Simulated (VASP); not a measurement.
# MnO2 (P6_3/mmc) in VASP: further runs

Aim: see how the results for MnO2 move with the level of theory and the settings. Levels: LDA, PBE, PBEsol. Tasks: single point, relaxation of cell and atoms.

All numbers are computed with VASP 6.6.1; they aren't measurements. Logs are shortened: lines on timing, memory, paths and dates and some standing lists are left out, and cuts for length are marked.

## 1. The cell of the first run

The structure is hexagonal, space group P6_3/mmc (No. 194). Conventional cell: a = 2.811 Å, b = 2.811 Å, c = 9.680 Å, α = 90.00°, β = 90.00°, γ = 120.00°. Mn (site symmetry -3m) has 6 O at 1.88 Å within 2.5 Å. O (site symmetry 3m) has 3 Mn at 1.88 Å and 3 O at 2.48 Å within 2.5 Å.

## 2. Single point, LDA, collinear spin, ferromagnetic start

The input, INCAR:

```
SYSTEM = MnO2
PREC = Accurate
ENCUT = 520
EDIFF = 1E-6
ISMEAR = -1
SIGMA = 0.05
LREAL = .False.
LASPH = .True.
NELM = 150
ALGO = Normal
ISIF = 2
LWAVE = .False.
LCHARG = .False.
ISPIN = 2
MAGMOM = 4 4 0 0 0 0
LORBIT = 11
LMAXMIX = 4
GGA = CA
NBANDS = 38
```

The input, KPOINTS:

```
Automatic mesh
0
Gamma
  11 11 3
  0 0 0
```

The input, POSCAR:

```
MnO2
1.0
    2.8112087571      0.0000000000      0.0000000000
   -1.4056043785      2.4345781990      0.0000000000
    0.0000000000      0.0000000000      9.6803262089
Mn O
2 4
Direct
    0.0000000000      0.0000000000      0.5000000000
    0.0000000000      0.0000000000      0.0000000000
    0.6666666667      0.3333333333      0.4028305733
    0.6666666667      0.3333333333      0.0971694267
    0.3333333333      0.6666666667      0.5971694267
    0.3333333333      0.6666666667      0.9028305733
```

Potentials or basis: VASP PAW LDA potentials, release 64 (Mn_pv, O).

Command:

```bash
> cat potpaw_LDA.64/Mn_pv/POTCAR potpaw_LDA.64/O/POTCAR > POTCAR
> mpirun -np 1 vasp_std > vasp.out
```

OUTCAR:

```text
SYSTEM = MnO2
   PREC = Accurate
   ENCUT = 520
   EDIFF = 1E-6
   ISMEAR = -1
   LREAL = .False.
   LASPH = .True.
   NELM = 150
   ISIF = 2
   ISPIN = 2
   LORBIT = 11
   GGA = CA

 ion  position               nearest neighbor table
   1  0.000  0.000  0.500-   3 1.88   5 1.88   5 1.88   3 1.88   3 1.88   5 1.88
   2  0.000  0.000  0.000-   4 1.88   6 1.88   6 1.88   4 1.88   4 1.88   6 1.88
   3  0.667  0.333  0.403-   1 1.88   1 1.88   1 1.88
   4  0.667  0.333  0.097-   2 1.88   2 1.88   2 1.88
   5  0.333  0.667  0.597-   1 1.88   1 1.88   1 1.88
   6  0.333  0.667  0.903-   2 1.88   2 1.88   2 1.88

  LATTYP: Found a hexagonal cell.
 ALAT       =     2.8112087571
 C/A-ratio  =     3.4434746920

  Lattice vectors:

 A1 = (   2.8112087571,   0.0000000000,   0.0000000000)
 A2 = (  -1.4056043785,   2.4345781990,   0.0000000000)
 A3 = (   0.0000000000,   0.0000000000,   9.6803262089)

Analysis of symmetry for initial positions (statically):
=====================================================================
 Subroutine PRICEL returns:
 Original cell was already a primitive cell.

 Routine SETGRP: Setting up the symmetry group for a
 hexagonal supercell.

 Subroutine GETGRP returns: Found 24 space group operations
 (whereof 12 operations were pure point group operations)
 out of a pool of 24 trial point group operations.

The static configuration has the point symmetry D_3d.
 The point group associated with its full space group is D_6h.

Analysis of symmetry for dynamics (positions and initial velocities):
=====================================================================
 Subroutine PRICEL returns:
 Original cell was already a primitive cell.

 Routine SETGRP: Setting up the symmetry group for a
 hexagonal supercell.

 Subroutine GETGRP returns: Found 24 space group operations
 (whereof 12 operations were pure point group operations)
 out of a pool of 24 trial point group operations.

The dynamic configuration has the point symmetry D_3d.
 The point group associated with its full space group is D_6h.

Analysis of structural, dynamic, and magnetic symmetry:
=====================================================================
 Subroutine PRICEL returns:
 Original cell was already a primitive cell.

 Routine SETGRP: Setting up the symmetry group for a
 hexagonal supercell.

 Subroutine GETGRP returns: Found 24 space group operations
 (whereof 12 operations were pure point group operations)
 out of a pool of 24 trial point group operations.

The overall configuration has the point symmetry D_3d.
 The point group associated with its full space group is D_6h.

 Subroutine INISYM returns: Found 24 space group operations
 (whereof 12 operations are pure point group operations),
 and found     1 'primitive' translations

----------------------------------------------------------------------------------------

                                     Primitive cell

  volume of cell :      66.2532

  direct lattice vectors                    reciprocal lattice vectors
     2.811208757  0.000000000  0.000000000     0.355718869  0.205374385  0.000000000
    -1.405604379  2.434578199  0.000000000     0.000000000  0.410748770  0.000000000
     0.000000000  0.000000000  9.680326209     0.000000000  0.000000000  0.103302304

  length of vectors
     2.811208757  2.811208757  9.680326209     0.410748770  0.410748770  0.103302304

  position of ions in fractional coordinates (direct lattice)
     0.000000000  0.000000000  0.500000000
     0.000000000  0.000000000  0.000000000
     0.666666667  0.333333333  0.402830573
     0.666666667  0.333333333  0.097169427
     0.333333333  0.666666667  0.597169427
     0.333333333  0.666666667  0.902830573

  ion indices of the primitive-cell ions
   primitive index   ion index
                 1           1
                 2           2
                 3           3
                 4           4
                 5           5
                 6           6
[... 29 lines left out ...]
  0.000000  0.000000  0.000000      1.000000
  0.090909  0.000000  0.000000      6.000000
  0.181818 -0.000000  0.000000      6.000000
  0.272727  0.000000  0.000000      6.000000
  0.363636  0.000000  0.000000      6.000000
  0.454545  0.000000  0.000000      6.000000
[... 16 lines left out ...]
  0.090909  0.090909  0.333333     12.000000
  0.181818  0.090909  0.333333     24.000000
 [... further k-points ...]
   k-points           NKPTS =     32   k-points in BZ     NKDIM =     32   number of bands    NBANDS=     38
   number of dos      NEDOS =    301   number of ions     NIONS =      6
   total plane-waves  NPLWV =  41472
   dimension x,y,z NGX =    24 NGY =   24 NGZ =   72
   dimension x,y,z NGXF=    48 NGYF=   48 NGZF=  144
   ions per type =               2   4
   NGX,Y,Z   is equivalent  to a cutoff of  14.19, 14.19, 12.36 a.u.
   NGXF,Y,Z  is equivalent  to a cutoff of  28.39, 28.39, 24.73 a.u.
 SYSTEM =  MnO2
   PREC   = accura    normal or accurate (medium, high low for compatibility)
   ISTART =      0    job   : 0-new  1-cont  2-samecut
   ICHARG =      2    charge: 1-file 2-atom 10-const
   ISPIN  =      2    spin polarized calculation?
   LNONCOLLINEAR =      F non collinear calculations
   LSORBIT =      F    spin-orbit coupling
   LASPH  =      T    aspherical Exc in radial PAW
   ENCUT  =  520.0 eV  38.22 Ry    6.18 a.u.   5.23  5.23 18.00*2*pi/ulx,y,z
   NELM   =    150;   NELMIN=  2; NELMDL= -5     # of ELM steps
   EDIFF  = 0.1E-05   stopping-criterion for ELM
   LREAL  =      F    real-space projection
   EDIFFG = 0.1E-04   stopping-criterion for IOM
   NSW    =      0    number of steps for IOM
   IBRION =     -1    ionic relax: 0-MD 1-quasi-New 2-CG
   NFREE  =      0    steps in history (QN), initial steepest desc. (CG)
   ISIF   =      2    stress and relaxation
   ISYM   =      2    0-nonsym 1-usesym 2-fastsym
   POTIM  = 0.5000    time-step for ionic-motion
   TEBEG  =    0.0;   TEEND  =   0.0 temperature during run
   PSTRESS=    0.0 pullay stress
   NELECT =      50.0000    total number of electrons
   NUPDOWN=      -1.0000    fix difference up-down
   EMIN   =  10.00;   EMAX   =-10.00  energy-range for DOS
   EFERMI =   0.00;   METHOD = LEGACY
   ISMEAR =    -1;   SIGMA  =   0.05  broadening in eV -4-tet -1-fermi 0-gaus
   EFERMI_NEDOS =   21; number of points for ismear=-14 and -15
   IALGO  =     38    algorithm
   IMIX   =      4    mixing-type and parameters
     AMIX     =   0.40;   BMIX     =  1.00
     AMIX_MAG =   1.60;   BMIX_MAG =  1.00
  volume/ion in A,a.u.               =      11.04        74.52
  Fermi-wavevector in a.u.,A,eV,Ry     =   1.490491  2.816619 30.226187  2.221562
  Thomas-Fermi vector in A             =   2.603266
   LORBIT       =     11    0 simple, 1 ext, 2 COOP (PROOUT), +10 PAW based schemes
   GGA     = CA    functional components
   LHFCALC =     F    Hartree Fock is set to
   AEXX    =    0.0000 exact exchange contribution
   IVDW    =     0    specifies the selected vdW correction
   LEPSILON=     F    determine dielectric tensor
   LRPA    =     F    only Hartree local field effects (RPA)
 spin polarized calculation
  energy-cutoff  :      520.00
  volume of cell :       66.25
 maximum number of plane-waves:      1801
 NGX is ok and might be reduce to    24
   NGX = 11   NGY = 11   NGZ = 35

 number of electron      49.9999992 magnetization       5.9866795

 Free energy of the ion-electron system (eV)
  ---------------------------------------------------
  ext. energy  EPLUGINS =         0.00000000
  ---------------------------------------------------
  free energy    TOTEN  =       -52.23966313 eV

  energy without entropy =      -52.23732649  energy(sigma->0) =      -52.23849481

 E-fermi :   3.1619     XC(G=0): -11.1766

 val. band max:        3.0682541588   @ k =   0.0909   0.0000   0.0000
 cond. band min:       3.2338970596   @ k =   0.0000   0.0000   0.0000
 fundamental gap:      0.1656429008
 Fermi energy:         3.1619326811

 spin component 1

 k-point     1 :       0.0000    0.0000    0.0000
  band No.  band energies     occupation
      1     -46.9570      1.00000
      2     -46.9570      1.00000
      3     -46.9570      1.00000
      4     -46.9570      1.00000
      5     -46.9230      1.00000
      6     -46.9230      1.00000
[... 949 lines left out ...]
     36      15.2790      0.00000
     37      17.1871      0.00000

 [... further k-points ...]

 spin component 2

 k-point     1 :       0.0000    0.0000    0.0000
  band No.  band energies     occupation
      1     -44.2190      1.00000
      2     -44.2190      1.00000
      3     -44.2189      1.00000
      4     -44.2189      1.00000
      5     -44.0785      1.00000
      6     -44.0784      1.00000
[... 949 lines left out ...]
     36      15.7258      0.00000
     37      17.6463      0.00000

 [... further k-points ...]

 [bands above 37 left out]

------------------------ aborting loop because EDIFF is reached ----------------------------------------

  FORCE on cell =-STRESS in cart. coord.  units (eV):
  Direction    XX          YY          ZZ          XY          YZ          ZX
  --------------------------------------------------------------------------------------
  -------------------------------------------------------------------------------------
  Total        0.5183240      0.5183240      0.2293164      0.0000000      0.0000000      0.0000000
  in kB       12.5344441     12.5344441      5.5454765      0.0000000      0.0000000      0.0000000
  external PRESSURE =      10.2047882 kB  Pullay stress =       0.0000000 kB

 VOLUME and BASIS-vectors are now :
 -----------------------------------------------------------------------------
  energy-cutoff  :      520.00
  volume of cell :       66.25
      direct lattice vectors                 reciprocal lattice vectors
     2.811208757  0.000000000  0.000000000     0.355718869  0.205374385  0.000000000
    -1.405604379  2.434578199  0.000000000     0.000000000  0.410748770  0.000000000
     0.000000000  0.000000000  9.680326209     0.000000000  0.000000000  0.103302304

 POSITION                                       TOTAL-FORCE (eV/Angst)
 -----------------------------------------------------------------------------------
      0.00000      0.00000      4.84016         0.000000      0.000000      0.000000
      0.00000      0.00000      0.00000         0.000000      0.000000      0.000000
      1.40560      0.81153      3.89953        -0.000000      0.000000     -0.111804
      1.40560      0.81153      0.94063         0.000000     -0.000000      0.111804
     -0.00000      1.62305      5.78079        -0.000000      0.000000      0.111804
     -0.00000      1.62305      8.73969        -0.000000      0.000000     -0.111804
 -----------------------------------------------------------------------------------
    total drift:                                0.000000     -0.000000      0.000000

  FREE ENERGIE OF THE ION-ELECTRON SYSTEM (eV)
  ---------------------------------------------------
  free  energy   TOTEN  =       -52.2396631260 eV

  energy  without entropy=      -52.2373264942  energy(sigma->0) =      -52.23849481

 total charge

# of ion       s       p       d       tot
------------------------------------------
    1        0.375   6.510   5.010  11.895
    2        0.375   6.510   5.010  11.895
    3        1.571   3.415   0.000   4.986
    4        1.571   3.415   0.000   4.986
    5        1.571   3.415   0.000   4.986
    6        1.571   3.415   0.000   4.986
--------------------------------------------------
tot          7.035  26.680  10.019  43.734

 magnetization (x)

# of ion       s       p       d       tot
------------------------------------------
    1        0.029   0.037   2.673   2.739
    2        0.029   0.037   2.673   2.739
    3        0.004   0.076   0.000   0.080
    4        0.004   0.076   0.000   0.080
    5        0.004   0.076   0.000   0.080
    6        0.004   0.076   0.000   0.080
--------------------------------------------------
tot          0.076   0.378   5.345   5.799
```

Wall time 5.2 min (1 thread of AMD EPYC, shared host); peak memory 0.21 GiB.

What came out:

```
Free energy                                           : -52.2397 eV
Pressure                                              : 1.0 GPa
Largest force                                         : 0.112 eV/Å
Band gap on the k mesh                                : 0.17 eV (least direct gap 0.19 eV)
Net moment                                            : 5.99 μB per cell
Site moments                                          : Mn +2.74; O +0.08 μB
Valence electrons inside the program's atomic spheres : Mn 11.89; O 4.99
```

Forces in eV/Å, atoms in the order of the input:
```
Mn   0.000  0.000  0.000
Mn   0.000  0.000  0.000
O    0.000  0.000 -0.112
O    0.000  0.000  0.112
O    0.000  0.000  0.112
O    0.000  0.000 -0.112
```

Levels at points of the mesh, in eV from the valence-band top:
Spin up:
```
           k point  band 24  band 25  band 26  band 27  band 28  band 29  band 30  band 31  band 32  band 33
(0.00, 0.00, 0.00)    -1.83    -1.83    -1.80    -0.38    -0.02     2.76     2.76     2.80     2.80     6.66
```
Spin down:
```csv
k point,band 19,band 20,band 21,band 22,band 23,band 24,band 25,band 26
"(0.00, 0.00, 0.00)",-1.69,-1.65,-1.65,-1.56,0.17,0.17,0.17,0.17
```

Caveat: the run started ferromagnetic, and an antiferromagnetic order may lie lower in energy. A k mesh can miss the band edges.

(Part 1 of 2 ends here.)
